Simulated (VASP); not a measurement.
# NaF (I4mm) in VASP: a series of runs, part 2 of 3

VASP 6.6.1. Earlier steps stand in the parts before.

### Step 3. Single point, PBE (all F atoms moved +0.050 Å, as atom 2 along Cartesian [0 0 1])

Contents of INCAR:

```
SYSTEM = NaF
PREC = Accurate ; ENCUT = 520
EDIFF = 1E-7 ; ISMEAR = 0
SIGMA = 0.05 ; LREAL = .False.
LASPH = .True. ; NELM = 100
ALGO = Normal ; ISIF = 2
LWAVE = .False. ; LCHARG = .True.
GGA = PE ; LELF = .True.
LVHAR = .True. ; NBANDS = 14
```

Contents of KPOINTS:

```
regular mesh
0
Gamma
  8 8 8
  0 0 0
```

Contents of POSCAR:

```
NaF
1.0
    0.0000000000      2.3233000000      2.3233000000
    2.3233000000      0.0000000000      2.3233000000
    2.3233000000      2.3233000000      0.0000000000
Na F
1 1
Direct
    0.0000000000      0.0000000000      0.0000000000
    0.5107605561      0.5107605561      0.4892394439
```

Potentials or basis: VASP PAW PBE potentials, release 64 (Na_pv, F).

Launch:

```
cat potpaw_PBE.64/Na_pv/POTCAR potpaw_PBE.64/F/POTCAR > POTCAR
mpirun -np 1 vasp_std > vasp.out
```

OUTCAR:

```text
SYSTEM = NaF
   PREC = Accurate
   ENCUT = 520
   EDIFF = 1E-7
   ISMEAR = 0
   LREAL = .False.
   LASPH = .True.
   NELM = 100
   ISIF = 2
   GGA = PE

 ion  position               nearest neighbor table
   1  0.000  0.000  0.000-   2 2.27   2 2.32   2 2.32   2 2.32   2 2.32
   2  0.511  0.511  0.489-   1 2.27   1 2.32   1 2.32   1 2.32   1 2.32

  LATTYP: Found a face centered cubic cell.
 ALAT       =     4.6466000000

  Lattice vectors:

 A1 = (   0.0000000000,   2.3233000000,   2.3233000000)
 A2 = (   2.3233000000,   0.0000000000,   2.3233000000)
 A3 = (   2.3233000000,   2.3233000000,   0.0000000000)

Analysis of symmetry for initial positions (statically):
=====================================================================
 Subroutine PRICEL returns:
 Original cell was already a primitive cell.

 Routine SETGRP: Setting up the symmetry group for a
 face centered cubic supercell.

 Subroutine GETGRP returns: Found  8 space group operations
 (whereof  8 operations were pure point group operations)
 out of a pool of 48 trial point group operations.

The static configuration has the point symmetry C_4v.

Analysis of symmetry for dynamics (positions and initial velocities):
=====================================================================
 Subroutine PRICEL returns:
 Original cell was already a primitive cell.

 Routine SETGRP: Setting up the symmetry group for a
 face centered cubic supercell.

 Subroutine GETGRP returns: Found  8 space group operations
 (whereof  8 operations were pure point group operations)
 out of a pool of 48 trial point group operations.

The dynamic configuration has the point symmetry C_4v.

 Subroutine INISYM returns: Found  8 space group operations
 (whereof  8 operations are pure point group operations),
 and found     1 'primitive' translations

----------------------------------------------------------------------------------------

                                     Primitive cell

  volume of cell :      25.0811

  direct lattice vectors                    reciprocal lattice vectors
     0.000000000  2.323300000  2.323300000    -0.215211122  0.215211122  0.215211122
     2.323300000  0.000000000  2.323300000     0.215211122 -0.215211122  0.215211122
     2.323300000  2.323300000  0.000000000     0.215211122  0.215211122 -0.215211122

  length of vectors
     3.285642369  3.285642369  3.285642369     0.372756598  0.372756598  0.372756598

  position of ions in fractional coordinates (direct lattice)
     0.000000000  0.000000000  0.000000000
     0.510760556  0.510760556  0.489239444

  ion indices of the primitive-cell ions
   primitive index   ion index
                 1           1
                 2           2

----------------------------------------------------------------------------------------

 KPOINTS: regular mesh

Automatic generation of k-mesh.
 Grid dimensions read from file:
 generate k-points for:    8    8    8

 Generating k-lattice:

  Cartesian coordinates                     Fractional coordinates (reciprocal lattice)
    -0.026901390  0.026901390  0.026901390     0.125000000  0.000000000  0.000000000
     0.026901390 -0.026901390  0.026901390     0.000000000  0.125000000  0.000000000
     0.026901390  0.026901390 -0.026901390     0.000000000  0.000000000  0.125000000

  Length of vectors
     0.046594575  0.046594575  0.046594575

  Shift w.r.t. Gamma in fractional coordinates (k-lattice)
     0.000000000  0.000000000  0.000000000

 Subroutine IBZKPT returns following result:
 ===========================================

 Found     59 irreducible k-points:

 Following reciprocal coordinates:
            Coordinates               Weight
  0.000000  0.000000  0.000000      1.000000
  0.125000  0.000000  0.000000      8.000000
  0.250000  0.000000  0.000000      8.000000
  0.375000  0.000000  0.000000      8.000000
  0.500000  0.000000  0.000000      4.000000
  0.125000  0.125000  0.000000      2.000000
[... 16 lines left out ...]
  0.000000  0.375000  0.250000     16.000000
  0.500000  0.250000  0.000000      8.000000
 [... further k-points ...]
   k-points           NKPTS =     59   k-points in BZ     NKDIM =     59   number of bands    NBANDS=     14
   number of dos      NEDOS =    301   number of ions     NIONS =      2
   total plane-waves  NPLWV =  13824
   dimension x,y,z NGX =    24 NGY =   24 NGZ =   24
   dimension x,y,z NGXF=    48 NGYF=   48 NGZF=   48
   ions per type =               1   1
   NGX,Y,Z   is equivalent  to a cutoff of  12.14, 12.14, 12.14 a.u.
   NGXF,Y,Z  is equivalent  to a cutoff of  24.29, 24.29, 24.29 a.u.
 SYSTEM =  NaF
   PREC   = accura    normal or accurate (medium, high low for compatibility)
   ISTART =      0    job   : 0-new  1-cont  2-samecut
   ICHARG =      2    charge: 1-file 2-atom 10-const
   ISPIN  =      1    spin polarized calculation?
   LNONCOLLINEAR =      F non collinear calculations
   LSORBIT =      F    spin-orbit coupling
   LASPH  =      T    aspherical Exc in radial PAW
   ENCUT  =  520.0 eV  38.22 Ry    6.18 a.u.   6.11  6.11  6.11*2*pi/ulx,y,z
   NELM   =    100;   NELMIN=  2; NELMDL= -5     # of ELM steps
   EDIFF  = 0.1E-06   stopping-criterion for ELM
   LREAL  =      F    real-space projection
   EDIFFG = 0.1E-05   stopping-criterion for IOM
   NSW    =      0    number of steps for IOM
   IBRION =     -1    ionic relax: 0-MD 1-quasi-New 2-CG
   NFREE  =      0    steps in history (QN), initial steepest desc. (CG)
   ISIF   =      2    stress and relaxation
   ISYM   =      2    0-nonsym 1-usesym 2-fastsym
   POTIM  = 0.5000    time-step for ionic-motion
   TEBEG  =    0.0;   TEEND  =   0.0 temperature during run
   PSTRESS=    0.0 pullay stress
   NELECT =      14.0000    total number of electrons
   NUPDOWN=      -1.0000    fix difference up-down
   EMIN   =  10.00;   EMAX   =-10.00  energy-range for DOS
   EFERMI =   0.00;   METHOD = LEGACY
   ISMEAR =     0;   SIGMA  =   0.05  broadening in eV -4-tet -1-fermi 0-gaus
   EFERMI_NEDOS =   21; number of points for ismear=-14 and -15
   IALGO  =     38    algorithm
   IMIX   =      4    mixing-type and parameters
     AMIX     =   0.40;   BMIX     =  1.00
     AMIX_MAG =   1.60;   BMIX_MAG =  1.00
  volume/ion in A,a.u.               =      12.54        84.63
  Fermi-wavevector in a.u.,A,eV,Ry     =   1.347935  2.547227 24.720809  1.816928
  Thomas-Fermi vector in A             =   2.475645
   LORBIT       =      0    0 simple, 1 ext, 2 COOP (PROOUT), +10 PAW based schemes
   GGA     = PE    functional components
   LHFCALC =     F    Hartree Fock is set to
   AEXX    =    0.0000 exact exchange contribution
   IVDW    =     0    specifies the selected vdW correction
   LEPSILON=     F    determine dielectric tensor
   LRPA    =     F    only Hartree local field effects (RPA)
 non-spin polarized calculation
 Gauss-broadening in eV      SIGMA  =   0.05
  energy-cutoff  :      520.00
  volume of cell :       25.08
 maximum number of plane-waves:       692
   NGX = 13   NGY = 13   NGZ = 13

 number of electron      14.0000004 magnetization

 Free energy of the ion-electron system (eV)
  ---------------------------------------------------
  ext. energy  EPLUGINS =         0.00000000
  ---------------------------------------------------
  free energy    TOTEN  =        -8.56119460 eV

  energy without entropy =       -8.56119460  energy(sigma->0) =       -8.56119460

 E-fermi :  -1.7792     XC(G=0):  -9.1154

 val. band max:       -2.1203147187   @ k =   0.0000   0.0000   0.0000
 cond. band min:       4.1356506775   @ k =   0.0000   0.0000   0.0000
 fundamental gap:      6.2559653962
 Fermi energy:        -1.7791533015

 k-point     1 :       0.0000    0.0000    0.0000
  band No.  band energies     occupation
      1     -21.2892      2.00000
      2     -21.0888      2.00000
      3     -21.0888      2.00000
      4     -21.0784      2.00000
      5      -2.1204      2.00000
      6      -2.1203      2.00000
      7      -2.1203      2.00000
      8       4.1357      0.00000
      9      16.8014      0.00000
     10      16.8053      0.00000
     11      16.8053      0.00000
     12      19.6416      0.00000
     13      21.8125      0.00000
     14      21.8129      0.00000
[... 375 lines left out ...]
 k-point    24 :       0.5000    0.2500    0.0000
  band No.  band energies     occupation
      1     -21.6810      2.00000
      2     -21.1484      2.00000
      3     -21.1206      2.00000
      4     -20.5367      2.00000
      5      -3.3417      2.00000
      6      -2.6825      2.00000
      7      -2.4461      2.00000
      8       9.2792      0.00000
      9      11.0140      0.00000
     10      14.4335      0.00000
     11      17.5921      0.00000
     12      17.6551      0.00000
     13      23.3252      0.00000
     14      24.7425      0.00000

 [... further k-points ...]
[... 5 lines left out ...]
  --------------------------------------------------------------------------------------
  -------------------------------------------------------------------------------------
  Total        0.2440114      0.2440114      0.2890355      0.0000000      0.0000000      0.0000000
  in kB       15.5874395     15.5874395     18.4635808      0.0000000      0.0000000      0.0000000
  external PRESSURE =      16.5461532 kB  Pullay stress =       0.0000000 kB

 VOLUME and BASIS-vectors are now :
 -----------------------------------------------------------------------------
  energy-cutoff  :      520.00
  volume of cell :       25.08
      direct lattice vectors                 reciprocal lattice vectors
     0.000000000  2.323300000  2.323300000    -0.215211122  0.215211122  0.215211122
     2.323300000  0.000000000  2.323300000     0.215211122 -0.215211122  0.215211122
     2.323300000  2.323300000  0.000000000     0.215211122  0.215211122 -0.215211122

 POSITION                                       TOTAL-FORCE (eV/Angst)
 -----------------------------------------------------------------------------------
      0.00000      0.00000      0.00000         0.000000      0.000000      0.118830
      2.32330      2.32330      2.37330         0.000000      0.000000     -0.118830
 -----------------------------------------------------------------------------------
    total drift:                               -0.000000     -0.000000     -0.000104

  FREE ENERGIE OF THE ION-ELECTRON SYSTEM (eV)
  ---------------------------------------------------
  free  energy   TOTEN  =        -8.5611945997 eV

  energy  without entropy=       -8.5611945997  energy(sigma->0) =       -8.56119460
```

Run time: 8.4 s. Hardware: 1 thread of Intel Xeon Platinum 8488C (Sapphire Rapids), shared host; peak memory 0.14 GiB.

Results:

- Free energy: -8.5612 eV
- Pressure: 1.7 GPa
- Largest force: 0.119 eV/Å
- Band gap on the k mesh: 6.26 eV, direct

Forces on the atoms (eV/Å):
```
Na   0.000  0.000  0.119
F    0.000  0.000 -0.119
```

Stress tensor (GPa, compression positive):
```
1.56 0.00 0.00
0.00 1.56 0.00
0.00 0.00 1.85
```

Caveat: the cell differs from its parent crystal (all F atoms moved +0.050 Å, as atom 2 along Cartesian [0 0 1]).

[end of part 2 of 3]
